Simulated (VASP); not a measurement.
# Ta2AlN3 (P3m1) in VASP: a series of runs

Ta2AlN3 is run at these levels: PBE; tasks: single point.

Program: VASP 6.6.1. These are calculated values, not measurements. Logs are shortened: lines on timing, memory, paths and dates and some standing lists are left out, and cuts for length are marked.

## (1) The cell of the first run

It takes space group P3m1 (No. 156, trigonal). The conventional cell has a = 3.204 Å, b = 3.204 Å, c = 8.420 Å, α = 90.00°, β = 90.00°, γ = 120.00°. Within 2.6 Å of Ta (site symmetry 3m) lie 4 N at 1.97 to 2.08 Å. Within 2.8 Å of Ta (site symmetry 3m) lie 4 N at 2.09 to 2.11 Å. Al (site symmetry 3m) has 4 N at 1.91 to 1.96 Å within 2.5 Å. N (site symmetry 3m) has 1 Al at 1.96 Å and 3 Ta at 2.08 Å within 2.6 Å. Within 2.5 Å of N (site symmetry 3m) lie 3 Al at 1.91 Å and 1 Ta at 2.11 Å. Within 2.6 Å of N (site symmetry 3m) lie 4 Ta at 1.97 to 2.09 Å.

## (2) Single point, PBE

INCAR

```
PREC     = Accurate       # precision mode
ENCUT    = 520            # plane-wave cutoff, eV
EDIFF    = 1E-7           # SCF threshold, eV
ISMEAR   = 0              # smearing method
SIGMA    = 0.1            # smearing width, eV
LREAL    = F              # projectors in reciprocal space
LASPH    = T              # aspherical terms in the spheres
NELM     = 100            # most SCF steps
ALGO     = Normal         # electronic algorithm
ISIF     = 2              # what is computed and relaxed
LWAVE    = F              # write WAVECAR
LCHARG   = F              # write CHGCAR
GGA      = PE             # functional
NBANDS   = 29             # bands
```

KPOINTS

```
Automatic mesh
0
Gamma
  6 6 2
```

POSCAR

```
Ta2AlN3
1.0
    3.2041831340     -0.0000000028      0.0000000000
   -1.6020915646      2.7749039938      0.0000000000
    0.0000000000      0.0000000000      8.4204289321
Ta Al N
2 1 3
Direct
    0.0000000000      0.0000000000      0.0040294361
    0.6666666667      0.3333333333      0.3532528330
    0.3333333333      0.6666666667      0.6586357365
    0.3333333333      0.6666666667      0.8917712606
    0.6666666667      0.3333333333      0.6040994644
    0.0000000000      0.0000000000      0.2382112694
```

Potentials or basis: VASP PAW PBE potentials, release 64 (Ta_pv, Al, N).

The run is started by

```bash
$ cat potpaw_PBE.64/Ta_pv/POTCAR potpaw_PBE.64/Al/POTCAR potpaw_PBE.64/N/POTCAR > POTCAR
$ mpirun -np 1 vasp_std > vasp.out
```

OUTCAR:

```text
PREC = Accurate
   ENCUT = 520
   EDIFF = 1E-7
   ISMEAR = 0
   LREAL = F
   LASPH = T
   NELM = 100
   ISIF = 2
   GGA = PE

 ion  position               nearest neighbor table
   1  0.000  0.000  0.004-   6 1.97   4 2.08   4 2.08   4 2.08   3 3.45   3 3.45   3 3.45   2 3.47
                             2 3.47   2 3.47
   2  0.667  0.333  0.353-   6 2.09   6 2.09   6 2.09   5 2.11   3 3.17   3 3.17   3 3.17   1 3.47
                             1 3.47   1 3.47
   3  0.333  0.667  0.659-   5 1.91   5 1.91   5 1.91   4 1.96   2 3.17   2 3.17   2 3.17   1 3.45
                             1 3.45   1 3.45
   4  0.333  0.667  0.892-   3 1.96   1 2.08   1 2.08   1 2.08
   5  0.667  0.333  0.604-   3 1.91   3 1.91   3 1.91   2 2.11
   6  0.000  0.000  0.238-   1 1.97   2 2.09   2 2.09   2 2.09

  LATTYP: Found a hexagonal cell.
 ALAT       =     3.2041831340
 C/A-ratio  =     2.6279487095

  Lattice vectors:

 A1 = (   3.2041831340,  -0.0000000028,   0.0000000000)
 A2 = (  -1.6020915646,   2.7749039938,   0.0000000000)
 A3 = (   0.0000000000,   0.0000000000,   8.4204289321)

Analysis of symmetry for initial positions (statically):
=====================================================================
 Subroutine PRICEL returns:
 Original cell was already a primitive cell.

 Routine SETGRP: Setting up the symmetry group for a
 hexagonal supercell.

 Subroutine GETGRP returns: Found  6 space group operations
 (whereof  6 operations were pure point group operations)
 out of a pool of 24 trial point group operations.

The static configuration has the point symmetry C_3v.

Analysis of symmetry for dynamics (positions and initial velocities):
=====================================================================
 Subroutine PRICEL returns:
 Original cell was already a primitive cell.

 Routine SETGRP: Setting up the symmetry group for a
 hexagonal supercell.

 Subroutine GETGRP returns: Found  6 space group operations
 (whereof  6 operations were pure point group operations)
 out of a pool of 24 trial point group operations.

The dynamic configuration has the point symmetry C_3v.

 Subroutine INISYM returns: Found  6 space group operations
 (whereof  6 operations are pure point group operations),
 and found     1 'primitive' translations

----------------------------------------------------------------------------------------

                                     Primitive cell

  volume of cell :      74.8686

  direct lattice vectors                    reciprocal lattice vectors
[... 89 lines left out ...]
   NFREE  =      0    steps in history (QN), initial steepest desc. (CG)
   ISIF   =      2    stress and relaxation
   ISYM   =      2    0-nonsym 1-usesym 2-fastsym
   POTIM  = 0.5000    time-step for ionic-motion
   TEBEG  =    0.0;   TEEND  =   0.0 temperature during run
   PSTRESS=    0.0 pullay stress
   NELECT =      40.0000    total number of electrons
   NUPDOWN=      -1.0000    fix difference up-down
   EMIN   =  10.00;   EMAX   =-10.00  energy-range for DOS
   EFERMI =   0.00;   METHOD = LEGACY
   ISMEAR =     0;   SIGMA  =   0.10  broadening in eV -4-tet -1-fermi 0-gaus
   EFERMI_NEDOS =   21; number of points for ismear=-14 and -15
   IALGO  =     38    algorithm
   IMIX   =      4    mixing-type and parameters
     AMIX     =   0.40;   BMIX     =  1.00
     AMIX_MAG =   1.60;   BMIX_MAG =  1.00
  volume/ion in A,a.u.               =      12.48        84.21
  Fermi-wavevector in a.u.,A,eV,Ry     =   1.328398  2.510309 24.009414  1.764642
  Thomas-Fermi vector in A             =   2.457639
   LORBIT       =      0    0 simple, 1 ext, 2 COOP (PROOUT), +10 PAW based schemes
   GGA     = PE    functional components
   LHFCALC =     F    Hartree Fock is set to
   AEXX    =    0.0000 exact exchange contribution
   IVDW    =     0    specifies the selected vdW correction
   LEPSILON=     F    determine dielectric tensor
   LRPA    =     F    only Hartree local field effects (RPA)
 non-spin polarized calculation
 Gauss-broadening in eV      SIGMA  =   0.10
  energy-cutoff  :      520.00
  volume of cell :       74.87
 maximum number of plane-waves:      2046
 NGX is ok and might be reduce to    24
   NGX = 11   NGY = 11   NGZ = 31

 number of electron      40.0000011 magnetization

 Free energy of the ion-electron system (eV)
  ---------------------------------------------------
  ext. energy  EPLUGINS =         0.00000000
  ---------------------------------------------------
  free energy    TOTEN  =       -57.53282050 eV

  energy without entropy =      -57.50972112  energy(sigma->0) =      -57.52127081

 E-fermi :   7.1372     XC(G=0): -11.6531

 val. band max:        7.1327671889   @ k =   0.1667   0.0000   0.5000
 cond. band min:       7.1706217567   @ k =   0.3333   0.1667   0.0000
 fundamental gap:      0.0378545679
 Fermi energy:         7.1372115991

 k-point     1 :       0.0000    0.0000    0.0000
  band No.  band energies     occupation
      1     -28.6952      2.00000
      2     -28.3912      2.00000
      3     -28.2832      2.00000
      4     -28.2832      2.00000
      5     -28.1028      2.00000
      6     -28.1028      2.00000
[... 437 lines left out ...]
     28      12.5358      0.00000
     29      13.6008      0.00000

------------------------ aborting loop because EDIFF is reached ----------------------------------------

  FORCE on cell =-STRESS in cart. coord.  units (eV):
  Direction    XX          YY          ZZ          XY          YZ          ZX
  --------------------------------------------------------------------------------------
  -------------------------------------------------------------------------------------
  Total       -0.0162033     -0.0162033      0.2621471      0.0000000      0.0000000     -0.0000000
  in kB       -0.3467489     -0.3467489      5.6099138      0.0000000      0.0000000     -0.0000000
  external PRESSURE =       1.6388054 kB  Pullay stress =       0.0000000 kB

 VOLUME and BASIS-vectors are now :
 -----------------------------------------------------------------------------
  energy-cutoff  :      520.00
  volume of cell :       74.87
      direct lattice vectors                 reciprocal lattice vectors
     3.204183134 -0.000000003  0.000000000     0.312092024  0.180186414  0.000000000
    -1.602091565  2.774903994  0.000000000     0.000000000  0.360372828  0.000000000
     0.000000000  0.000000000  8.420428932     0.000000000  0.000000000  0.118758796

 POSITION                                       TOTAL-FORCE (eV/Angst)
 -----------------------------------------------------------------------------------
      0.00000      0.00000      0.03393         0.000000     -0.000000     -0.036245
      1.60209      0.92497      2.97454        -0.000000      0.000000      0.005020
      0.00000      1.84994      5.54600        -0.000000      0.000000      0.014106
      0.00000      1.84994      7.50910         0.000000     -0.000000     -0.048036
      1.60209      0.92497      5.08678         0.000000     -0.000000      0.034059
      0.00000      0.00000      2.00584         0.000000      0.000000      0.031096
 -----------------------------------------------------------------------------------
    total drift:                                0.000001     -0.000000     -0.000121

  FREE ENERGIE OF THE ION-ELECTRON SYSTEM (eV)
  ---------------------------------------------------
  free  energy   TOTEN  =       -57.5328205036 eV

  energy  without entropy=      -57.5097211194  energy(sigma->0) =      -57.52127081
```

Wall time 24 s (1 thread of AMD EPYC 9R45 (Zen 5), shared host); peak memory 0.16 GiB.

Results:

```yaml
Free_energy: -57.5328 eV
Pressure: 0.2 GPa
Largest_force: 0.048 eV/Å
Band_gap_on_the_k_mesh: zero (band 20 reaches 7.43 eV, above the bottom of band 21 at 6.81 eV)
```

Forces in eV/Å, atoms in the order of the input:
```
Ta   0.000  0.000 -0.036
Ta   0.000  0.000  0.005
Al   0.000  0.000  0.014
N    0.000  0.000 -0.048
N    0.000  0.000  0.034
N    0.000  0.000  0.031
```

Stress tensor (GPa, compression positive):
```
-0.03  0.00  0.00
 0.00 -0.03  0.00
 0.00  0.00  0.56
```

Levels at points of the mesh, in eV from the Fermi level:
| k point | band 18 | band 19 | band 20 | band 21 | band 22 | band 23 |
| --- | --- | --- | --- | --- | --- | --- |
| (0.00, 0.00, 0.00) | -3.67 | -0.79 | 0.20 | 0.59 | 0.59 | 1.06 |
| (0.50, 0.00, 0.00) | -4.29 | -1.58 | -0.41 | 0.29 | 1.22 | 2.52 |
| (0.00, 0.00, 0.50) | -3.68 | -0.40 | 0.29 | 0.60 | 0.60 | 1.03 |
| (0.50, 0.00, 0.50) | -3.89 | -1.61 | -0.62 | 0.29 | 1.33 | 2.53 |

Caveat: the k points lie up to 0.38 Å⁻¹ apart; spin-orbit coupling is left out, which moves the levels of the heavy elements.

## (3) Single point, PBE

This run uses another cell than the first one, of 13.33 Å³/atom, 1.068 times its volume.

INCAR

```
SYSTEM = Ta2AlN3
PREC     = Accurate       ! precision mode
ENCUT    = 520            ! plane-wave cutoff, eV
EDIFF    = 1E-6           ! SCF threshold, eV
ISMEAR   = 0              ! smearing method
SIGMA    = 0.1            ! smearing width, eV
LREAL    = .False.        ! projectors in reciprocal space
LASPH    = .True.         ! aspherical terms in the spheres
NELM     = 60             ! most SCF steps
ALGO     = Normal         ! electronic algorithm
ISIF     = 2              ! what is computed and relaxed
LWAVE    = .False.        ! write WAVECAR
LCHARG   = .True.         ! write CHGCAR
GGA      = PE             ! functional
LELF     = .True.         ! ELF
LVHAR    = .True.       
NBANDS   = 29             ! bands
```

KPOINTS

```
Automatic mesh
0
Gamma
  6 6 2
  0 0 0
```

POSCAR

```
Ta2AlN3
1.0
    3.3533372100      0.0000000000      0.0000000000
   -1.6766686000      2.9040752100      0.0000000000
    0.0000000000      0.0000000000      8.2139650900
Ta Al N
2 1 3
Direct
    0.0000000000      0.0000000000      0.0000000000
    0.6666666700      0.3333333300      0.3333333300
    0.3333333300      0.6666666700      0.6666666700
    0.3333333300      0.6666666700      0.9166666700
    0.6666666700      0.3333333300      0.5833333300
    0.0000000000      0.0000000000      0.2500000000
```

Potentials or basis: VASP PAW PBE potentials, release 64 (Ta_pv, Al, N).

The run is started by

```bash
$ cat potpaw_PBE.64/Ta_pv/POTCAR potpaw_PBE.64/Al/POTCAR potpaw_PBE.64/N/POTCAR > POTCAR
$ mpirun -np 1 vasp_std > vasp.out
```

Wall time 28 s (1 thread of AMD EPYC 9R45 (Zen 5), shared host); peak memory 0.19 GiB.

It converged, with:

```yaml
Free_energy: -56.7453 eV
Pressure: -6.4 GPa
Largest_force: 2.215 eV/Å
Band_gap_on_the_k_mesh: zero (band 20 reaches 7.35 eV, above the bottom of band 21 at 6.19 eV)
```

Forces on the atoms (eV/Å):
```
Ta   0.000  0.000  1.610
Ta   0.000  0.000  0.448
Al   0.000  0.000 -0.661
N    0.000  0.000 -2.215
N    0.000  0.000  1.678
N    0.000  0.000 -0.860
```

Stress tensor (GPa, compression positive):
```
-7.52  0.00  0.00
 0.00 -7.52  0.00
 0.00  0.00 -4.16
```

Levels at points of the mesh, in eV from the Fermi level:
```
           k point  band 18  band 19  band 20  band 21  band 22  band 23
(0.00, 0.00, 0.00)    -3.93    -1.24     0.30     0.30     0.62     0.74
(0.50, 0.00, 0.00)    -4.52    -1.94    -0.38     0.19     0.93     1.14
(0.00, 0.00, 0.50)    -3.92    -0.31     0.17     0.29     0.29     0.73
(0.50, 0.00, 0.50)    -4.39    -1.88    -1.05     0.60     0.70     1.14
```

Caveat: the k points lie up to 0.38 Å⁻¹ apart; spin-orbit coupling is left out, which moves the levels of the heavy elements; forces of over 1 eV/Å act on the atoms, so gaps and moduli don't describe the material at rest.
